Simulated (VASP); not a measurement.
Set up this calculation in VASP 6.6.1, as the native input.

```yaml
Task: relaxation of cell and atoms
Functional: PBE
Potentials_or_basis: VASP PAW PBE potentials, release 64 (Si, C)
Cutoff: 600 eV
k_mesh: 12 × 12 × 4
Occupations: gaussian, width 0.1 eV
Spin: no spin polarisation
Dipole_correction: no
Further_INCAR_settings: ALGO = Normal; EDIFF = 1e-06; IBRION = 2; EDIFFG = -0.01; NSW = 100; ISIF = 3
```

The structure of Si2C lies in POSCAR:

```
Si2C
1.0
    2.9311459055      0.0000000000      0.0000000000
   -1.4655729528      2.5384468164      0.0000000000
    0.0000000000      0.0000000000      8.8196165943
Si C
4 2
Direct
    0.3333333333      0.6666666667      0.6128735845
    0.6666666667      0.3333333333      0.1128735845
    0.3333333333      0.6666666667      0.8871264155
    0.6666666667      0.3333333333      0.3871264155
    0.3333333333      0.6666666667      0.2500000000
    0.6666666667      0.3333333333      0.7500000000
```

The input as run:

INCAR

```
PREC = Accurate ; ENCUT = 600
EDIFF = 1E-6 ; ISMEAR = 0
SIGMA = 0.1 ; LREAL = False
LASPH = True ; NELM = 60
ALGO = Normal ; ISIF = 3
LWAVE = False ; LCHARG = False
GGA = PE ; IBRION = 2
NSW = 100 ; EDIFFG = -0.01
```

KPOINTS

```
Automatic mesh
0
Gamma
  12 12 4
```

Potentials or basis: VASP PAW PBE potentials, release 64 (Si, C).

The run is started by

```bash
$ cat potpaw_PBE.64/Si/POTCAR potpaw_PBE.64/C/POTCAR > POTCAR
$ mpirun -np 1 vasp_std > vasp.out
```

It gave:

```
Relaxed volume                        : 10.90 Å³/atom
Relaxed cell                          : a = 2.923 Å, b = 2.923 Å, c = 8.838 Å, α = 90.00°, β = 90.00°, γ = 120.00°
Space group after relaxing (to 0.1 Å) : P6_3/mmc (No. 194)
Energy gained by relaxing             : 0.4 meV/atom
Ionic steps                           : 5
Pressure after relaxing               : 0.1 GPa
Largest force after relaxing          : 0.003 eV/Å
Band gap on the k mesh                : zero (bands 12 and 13 overlap by 7.40 eV)
```

Wall time 99 s on 1 thread of AMD EPYC 9R45 96-Core Processor (Zen 5), with other jobs on the host, peak memory 0.19 GiB.
